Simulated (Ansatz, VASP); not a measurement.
Two plane-wave programs on AlSiN

```
Al Si N
1.0
     3.34245    0.00000    0.00000
     0.00000    3.36544    0.00000
     0.00000    0.00000    3.39121
Al Si N
1 1 1
Direct
  0.50000 0.50000 0.00000
  0.00000 0.00000 0.00000
  0.50000 0.50000 0.50000
```

Change from the starting cell: species swapped into the TbCoC type (Pmmm, No. 47).

Alike in both runs: task relaxation of cell and atoms; functional PBE; k mesh 6 × 6 × 6; occupations gaussian, width 0.1 eV; no spin polarisation.

```csv
,VASP,Ansatz
version,VASP 6.6.1,Ansatz 0.2.0
potentials or method,"VASP PAW PBE potentials, release 64 (Al, Si, N), cutoff 600 eV","scalar-relativistic, plane waves, PAW"
valence electrons in the cell,12,12
```

VASP gave:

- gap on the k mesh at the Fermi level, each at its own relaxed structure (eV): none
- relaxed volume (Å³/atom): 16.45
- relaxed cell length with the largest relative difference (Å): 3.737

**Question.** What did Ansatz give for the same quantities?

**Answer.** gap on the k mesh at the Fermi level, each at its own relaxed structure (eV): none; relaxed volume (Å³/atom): 16.30; relaxed cell length with the largest relative difference (Å): 4.007.

A gap of «none» marks a metal or a gap that the smearing closes. One of these differences is far larger than is usual between the two programs; its cause wasn't traced.

Noted on VASP's run: the volume moved by over 15 % at a fixed basis, so the end points are rough.
